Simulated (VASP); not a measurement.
# Cd (P6_3/mmc) in VASP: notebook, part 2 of 2

VASP 6.6.1.

## Step 3: Single point, revPBE (22.19 Å³/atom)

This run uses another cell than the first one, of 22.19 Å³/atom.

The input, INCAR:

```
SYSTEM = Cd
PREC     = Accurate       ! precision mode
ENCUT    = 520            ! plane-wave cutoff, eV
EDIFF    = 1E-6           ! SCF threshold, eV
ISMEAR   = -1             ! smearing method
SIGMA    = 0.1            ! smearing width, eV
LREAL    = .False.        ! projectors in reciprocal space
LASPH    = .True.         ! aspherical terms in the spheres
NELM     = 100            ! most SCF steps
ALGO     = Normal         ! electronic algorithm
ISIF     = 2              ! what is computed and relaxed
LWAVE    = .False.        ! write WAVECAR
LCHARG   = .False.        ! write CHGCAR
GGA      = RE             ! functional
NBANDS   = 19             ! bands
```

The input, KPOINTS:

```
Automatic mesh
0
Gamma
  19 19 9
  0 0 0
```

The input, POSCAR:

```
Cd
1.0
    2.9579399509      0.0000000000      0.0000000000
   -1.4789699754      2.5616511404      0.0000000000
    0.0000000000      0.0000000000      5.8566985405
Cd
2
Direct
    0.3333333333      0.6666666667      0.2500000000
    0.6666666667      0.3333333333      0.7500000000
```

Potentials or basis: VASP PAW PBE potentials, release 64 (Cd).

Started as:

```
> cat potpaw_PBE.64/Cd/POTCAR > POTCAR
> mpirun -np 1 vasp_std > vasp.out
```

OUTCAR:

```text
SYSTEM = Cd
   PREC = Accurate
   ENCUT = 520
   EDIFF = 1E-6
   ISMEAR = -1
   LREAL = .False.
   LASPH = .True.
   NELM = 100
   ISIF = 2
   GGA = RE

 ion  position               nearest neighbor table
   1  0.333  0.667  0.250-   2 3.39   2 3.39   2 3.39   2 3.39   2 3.39   2 3.39
   2  0.667  0.333  0.750-   1 3.39   1 3.39   1 3.39   1 3.39   1 3.39   1 3.39

  LATTYP: Found a hexagonal cell.
 ALAT       =     2.9579399509
 C/A-ratio  =     1.9799923723

  Lattice vectors:

 A1 = (   2.9579399509,   0.0000000000,   0.0000000000)
 A2 = (  -1.4789699754,   2.5616511404,   0.0000000000)
 A3 = (   0.0000000000,   0.0000000000,   5.8566985405)

Analysis of symmetry for initial positions (statically):
=====================================================================
 Subroutine PRICEL returns:
 Original cell was already a primitive cell.

 Routine SETGRP: Setting up the symmetry group for a
 hexagonal supercell.

 Subroutine GETGRP returns: Found 24 space group operations
 (whereof 12 operations were pure point group operations)
 out of a pool of 24 trial point group operations.

The static configuration has the point symmetry D_3d.
 The point group associated with its full space group is D_6h.

Analysis of symmetry for dynamics (positions and initial velocities):
=====================================================================
 Subroutine PRICEL returns:
 Original cell was already a primitive cell.

 Routine SETGRP: Setting up the symmetry group for a
 hexagonal supercell.

 Subroutine GETGRP returns: Found 24 space group operations
 (whereof 12 operations were pure point group operations)
 out of a pool of 24 trial point group operations.

The dynamic configuration has the point symmetry D_3d.
 The point group associated with its full space group is D_6h.

 Subroutine INISYM returns: Found 24 space group operations
 (whereof 12 operations are pure point group operations),
[... 111 lines left out ...]
   ISMEAR =    -1;   SIGMA  =   0.10  broadening in eV -4-tet -1-fermi 0-gaus
   EFERMI_NEDOS =   21; number of points for ismear=-14 and -15
   IALGO  =     38    algorithm
   IMIX   =      4    mixing-type and parameters
     AMIX     =   0.40;   BMIX     =  1.00
     AMIX_MAG =   1.60;   BMIX_MAG =  1.00
  volume/ion in A,a.u.               =      22.19       149.74
  Fermi-wavevector in a.u.,A,eV,Ry     =   1.333801  2.520519 24.205121  1.779026
  Thomas-Fermi vector in A             =   2.462632
   LORBIT       =      0    0 simple, 1 ext, 2 COOP (PROOUT), +10 PAW based schemes
   GGA     = RE    functional components
   LHFCALC =     F    Hartree Fock is set to
   AEXX    =    0.0000 exact exchange contribution
   IVDW    =     0    specifies the selected vdW correction
   LEPSILON=     F    determine dielectric tensor
   LRPA    =     F    only Hartree local field effects (RPA)
 non-spin polarized calculation
  energy-cutoff  :      520.00
  volume of cell :       44.38
 maximum number of plane-waves:      1228
 NGX is ok and might be reduce to    24
   NGX = 11   NGY = 11   NGZ = 21

 number of electron      23.9999998 magnetization

 Free energy of the ion-electron system (eV)
  ---------------------------------------------------
  ext. energy  EPLUGINS =         0.00000000
  ---------------------------------------------------
  free energy    TOTEN  =        -0.79682469 eV

  energy without entropy =       -0.77787672  energy(sigma->0) =       -0.78735071

 E-fermi :   2.8749     XC(G=0): -10.7819

 val. band max:        2.8742306868   @ k =   0.3684   0.2105   0.2222
 cond. band min:       2.9274283118   @ k =   0.3684   0.2105   0.3333
 fundamental gap:      0.0531976250
 Fermi energy:         2.8749346351

 k-point     1 :       0.0000    0.0000    0.0000
  band No.  band energies     occupation
      1      -7.0021      2.00000
      2      -6.8130      2.00000
      3      -6.3772      2.00000
      4      -6.3772      2.00000
      5      -6.3404      2.00000
      6      -6.3404      2.00000
[... 505 lines left out ...]
      6      -6.0445      2.00000
[... 11 lines left out ...]
     18      14.3699      0.00000
     19      15.1966      0.00000

 [... further k-points ...]

------------------------ aborting loop because EDIFF is reached ----------------------------------------

  FORCE on cell =-STRESS in cart. coord.  units (eV):
  Direction    XX          YY          ZZ          XY          YZ          ZX
  --------------------------------------------------------------------------------------
  -------------------------------------------------------------------------------------
  Total        1.5232419      1.5232419      0.6427278      0.0000000      0.0000000      0.0000000
  in kB       54.9942464     54.9942464     23.2046730      0.0000000      0.0000000      0.0000000
  external PRESSURE =      44.3977219 kB  Pullay stress =       0.0000000 kB

 VOLUME and BASIS-vectors are now :
 -----------------------------------------------------------------------------
  energy-cutoff  :      520.00
  volume of cell :       44.38
      direct lattice vectors                 reciprocal lattice vectors
     2.957939951  0.000000000  0.000000000     0.338073124  0.195186609  0.000000000
    -1.478969975  2.561651140  0.000000000     0.000000000  0.390373218  0.000000000
     0.000000000  0.000000000  5.856698541     0.000000000  0.000000000  0.170744660

 POSITION                                       TOTAL-FORCE (eV/Angst)
 -----------------------------------------------------------------------------------
     -0.00000      1.70777      1.46417         0.000000      0.000000      0.000000
      1.47897      0.85388      4.39252        -0.000000      0.000000      0.000000
 -----------------------------------------------------------------------------------
    total drift:                               -0.000000      0.000000     -0.000000

  FREE ENERGIE OF THE ION-ELECTRON SYSTEM (eV)
  ---------------------------------------------------
  free  energy   TOTEN  =        -0.7968246901 eV

  energy  without entropy=       -0.7778767217  energy(sigma->0) =       -0.78735071
```

OSZICAR:

```text
N       E                     dE             d eps       ncg     rms          rms(c)
DAV:   1     0.176253239656E+03    0.17625E+03   -0.13079E+04  7608   0.126E+03
DAV:   2     0.323475237808E+01   -0.17302E+03   -0.16694E+03  7899   0.333E+02
DAV:   3    -0.854070911063E+00   -0.40888E+01   -0.40813E+01  8743   0.584E+01
DAV:   4    -0.861265963080E+00   -0.71951E-02   -0.71941E-02  8337   0.229E+00
DAV:   5    -0.861289030480E+00   -0.23067E-04   -0.23067E-04  8414   0.126E-01    0.442E+00
DAV:   6    -0.794082724151E+00    0.67206E-01   -0.18872E-01  8407   0.515E+00    0.348E+00
DAV:   7    -0.795345756049E+00   -0.12630E-02   -0.29309E-02  8386   0.165E+00    0.147E+00
DAV:   8    -0.796691021528E+00   -0.13453E-02   -0.42455E-03  8203   0.764E-01    0.950E-02
DAV:   9    -0.796767060818E+00   -0.76039E-04   -0.38710E-05  8688   0.629E-02    0.363E-02
DAV:  10    -0.796824727606E+00   -0.57667E-04   -0.59310E-05  8123   0.714E-02    0.502E-03
DAV:  11    -0.796824690071E+00    0.37534E-07   -0.55297E-08  5336   0.215E-03
   1 F= -.79682469E+00 E0= -.78735071E+00  d E =-.189480E-01
```

stdout:

```text
POSCAR found type information on POSCAR Cd
 POSCAR found :  1 types and       2 ions
 scaLAPACK will be used
 -----------------------------------------------------------------------------
|                                                                             |
|                                                                             |
|     You enforced a specific xc type in the INCAR file but a different       |
|     I HOPE YOU KNOW WHAT YOU ARE DOING!                                     |
|                                                                             |
 -----------------------------------------------------------------------------

 LDA part: xc-table for (Slater+PW92), standard interpolation
 POSCAR, INCAR and KPOINTS ok, starting setup
 FFT: planning ... GRIDC
 FFT: planning ... GRID_SOFT
 FFT: planning ... GRID
 WAVECAR not read
 entering main loop
```

Wall time 39 s (1 thread of Intel Xeon 6975P-C (Granite Rapids), shared host); peak memory 0.27 GiB.

What came out:

```
Free energy            : -0.7968 eV
Pressure               : 4.4 GPa
Band gap on the k mesh : zero (bands 12 and 13 overlap by 4.24 eV)
```

Levels at points of the mesh, in eV from the Fermi level:
| k point | band 9 | band 10 | band 11 | band 12 | band 13 | band 14 | band 15 | band 16 |
| --- | --- | --- | --- | --- | --- | --- | --- | --- |
| (0.00, 0.00, 0.00) | -8.63 | -8.49 | -8.49 | -3.52 | -3.05 | 9.21 | 13.46 | 14.76 |

Caveat: the cell stands under pressure; the PAW data sets were made with another functional, which shifts forces and pressure a little.

## Step 4: Single point, revPBE (23.15 Å³/atom)

This run uses another cell than the first one, of 23.15 Å³/atom.

The input, INCAR:

```
  PREC = Accurate
  ENCUT = 520
  EDIFF = 1E-6
  ISMEAR = -1
  SIGMA = 0.1
  LREAL = F
  LASPH = T
  NELM = 100
  ALGO = Normal
  ISIF = 2
  LWAVE = F
  LCHARG = F
  GGA = RE
  NBANDS = 19
```

The input, KPOINTS:

```
Automatic mesh
0
Gamma
  19 19 9
```

The input, POSCAR:

```
Cd
1.0
    3.0002019458      0.0000000000      0.0000000000
   -1.5001009729      2.5982511015      0.0000000000
    0.0000000000      0.0000000000      5.9403769679
Cd
2
Direct
    0.3333333333      0.6666666667      0.2500000000
    0.6666666667      0.3333333333      0.7500000000
```

Started as:

```
> cat potpaw_PBE.64/Cd/POTCAR > POTCAR
> mpirun -np 1 vasp_std > vasp.out
```

Wall time 42 s (1 thread of Intel Xeon 6975P-C (Granite Rapids), shared host); peak memory 0.27 GiB.

Results (log left out):

- Free energy: -0.8354 eV
- Pressure: 2.1 GPa
- Band gap on the k mesh: zero (bands 12 and 13 overlap by 4.02 eV)

Stress tensor (GPa, compression positive):
```
2.69 0.00 0.00
0.00 2.69 0.00
0.00 0.00 0.88
```

Levels at points of the mesh, in eV from the Fermi level:
| k point | band 10 | band 11 | band 12 | band 13 | band 14 | band 15 |
| --- | --- | --- | --- | --- | --- | --- |
| (0.00, 0.00, 0.00) | -8.46 | -8.35 | -3.53 | -2.85 | 8.99 | 13.07 |

Caveat: the PAW data sets were made with another functional, which shifts forces and pressure a little.

## Step 5: Single point, revPBE

This run uses another cell than the first one, of 24.12 Å³/atom.

INCAR is that of step 4.

The input, KPOINTS:

```
regular mesh
0
Gamma
  19 19 9
```

The input, POSCAR:

```
Cd
1.0
    3.0413057103      0.0000000000      0.0000000000
   -1.5206528551      2.6338480058      0.0000000000
    0.0000000000      0.0000000000      6.0217621081
Cd
2
Direct
    0.3333333333      0.6666666667      0.2500000000
    0.6666666667      0.3333333333      0.7500000000
```

Started as:

```
> cat potpaw_PBE.64/Cd/POTCAR > POTCAR
> mpirun -np 1 vasp_std > vasp.out
```

Wall time 40 s (1 thread of Intel Xeon 6975P-C (Granite Rapids), shared host); peak memory 0.27 GiB.

It converged, with:

| Property | Result |
| --- | --- |
| Free energy | -0.8494 eV |
| Pressure | 0.3 GPa |
| Band gap on the k mesh | zero (bands 12 and 13 overlap by 3.80 eV) |

Stress tensor (GPa, compression positive):
```
 0.60  0.00  0.00
 0.00  0.60  0.00
 0.00  0.00 -0.22
```

Levels at points of the mesh, in eV from the Fermi level:
```
           k point  band 9  band 10  band 11  band 12  band 13  band 14  band 15  band 16
(0.00, 0.00, 0.00)   -8.43    -8.43    -8.09    -3.52    -2.67     8.78    12.72    14.37
```

Caveat: the PAW data sets were made with another functional, which shifts forces and pressure a little.

## Step 6: Single point, revPBE (24.12 Å³/atom)

This run uses another cell than the first one, of 24.12 Å³/atom.

The input, INCAR:

```
SYSTEM = Cd
  PREC = Accurate
  ENCUT = 520
  EDIFF = 1E-7
  ISMEAR = -1
  SIGMA = 0.1
  LREAL = .FALSE.
  LASPH = .TRUE.
  NELM = 100
  ALGO = Normal
  ISIF = 2
  LWAVE = .FALSE.
  LCHARG = .TRUE.
  GGA = RE
  LELF = .TRUE.
  LVHAR = .TRUE.
  NBANDS = 19
```

The input, KPOINTS:

```
Automatic mesh
0
G
  19 19 9
  0 0 0
```

POSCAR is that of step 5.

Potentials or basis: VASP PAW PBE potentials, release 64 (Cd).

Started as:

```
> cat potpaw_PBE.64/Cd/POTCAR > POTCAR
> mpirun -np 1 vasp_std > vasp.out
```

Run time: 42 s. Hardware: 1 thread of Intel Xeon 6975P-C (Granite Rapids), shared host; peak memory 0.28 GiB.

It converged, with:

```yaml
Free_energy: -0.8494 eV
Pressure: 0.3 GPa
Band_gap_on_the_k_mesh: zero (bands 12 and 13 overlap by 3.80 eV)
```

Stress tensor (GPa, compression positive):
```
 0.60  0.00  0.00
 0.00  0.60  0.00
 0.00  0.00 -0.22
```

Levels at points of the mesh, in eV from the Fermi level:
```csv
k point,band 8,band 9,band 10,band 11,band 12,band 13,band 14,band 15,band 16,band 17
"(0.00, 0.00, 0.00)",-8.58,-8.43,-8.43,-8.09,-3.52,-2.67,8.78,12.72,14.37,14.54
```

Caveat: the PAW data sets were made with another functional, which shifts forces and pressure a little.

## Step 7: Single point, revPBE (25.08 Å³/atom)

This run uses another cell than the first one, of 25.08 Å³/atom.

INCAR, as its differences from that of step 6:

```diff
@@ -3,3 +3,3 @@
   ENCUT = 520
-  EDIFF = 1E-7
+  EDIFF = 1E-6
   ISMEAR = -1
```

KPOINTS is that of step 6.

The input, POSCAR:

```
Cd
1.0
    3.0813274803      0.0000000000      0.0000000000
   -1.5406637401      2.6685078753      0.0000000000
    0.0000000000      0.0000000000      6.1010049074
Cd
2
Direct
    0.3333333333      0.6666666667      0.2500000000
    0.6666666667      0.3333333333      0.7500000000
```

Started as:

```
> cat potpaw_PBE.64/Cd/POTCAR > POTCAR
> mpirun -np 1 vasp_std > vasp.out
```

Run time: 41 s. Hardware: 1 thread of Intel Xeon 6975P-C (Granite Rapids), shared host; peak memory 0.28 GiB.

Results (log left out):

```
Free energy            : -0.8452 eV
Pressure               : -1.0 GPa
Band gap on the k mesh : zero (bands 12 and 13 overlap by 3.59 eV)
```

Stress tensor (GPa, compression positive):
```
-0.93  0.00  0.00
 0.00 -0.93  0.00
 0.00  0.00 -1.05
```

Levels at points of the mesh, in eV from the Fermi level:
| k point | band 10 | band 11 | band 12 | band 13 | band 14 | band 15 |
| --- | --- | --- | --- | --- | --- | --- |
| (0.00, 0.00, 0.00) | -8.40 | -7.84 | -3.51 | -2.50 | 8.58 | 12.39 |

Caveat: the PAW data sets were made with another functional, which shifts forces and pressure a little.

## Step 8: Summary

```csv
cell,gap on the mesh (eV),pressure (GPa)
"a = 2.914, b = 2.914, c = 5.771 Å, angles 90.0, 90.0, 120.0°, 2 atoms",none,7.6
"a = 2.958, b = 2.958, c = 5.857 Å, angles 90.0, 90.0, 120.0°, 2 atoms",none,4.4
"a = 3.000, b = 3.000, c = 5.940 Å, angles 90.0, 90.0, 120.0°, 2 atoms",none,2.1
"a = 3.041, b = 3.041, c = 6.022 Å, angles 90.0, 90.0, 120.0°, 2 atoms",none,0.3
"a = 3.081, b = 3.081, c = 6.101 Å, angles 90.0, 90.0, 120.0°, 2 atoms",none,-1.0
```

Alike in all rows: task single point; level revPBE; potentials or basis VASP PAW PBE potentials, release 64 (Cd); no spin polarisation; k mesh 19 × 19 × 9; cutoff (eV) 520; smearing fermi-dirac 0.1 eV.

Caveats: the PAW data sets were made with another functional, which shifts forces and pressure a little; the stress differs along the axes, from 4 to 9 GPa (at least some runs); the cell stands under pressure (at least some runs).

Total energies depend on the potentials used, so only differences within one code and one set of settings carry meaning.

The gap in the log of VASP goes by the Fermi energy; the results here count the filled bands.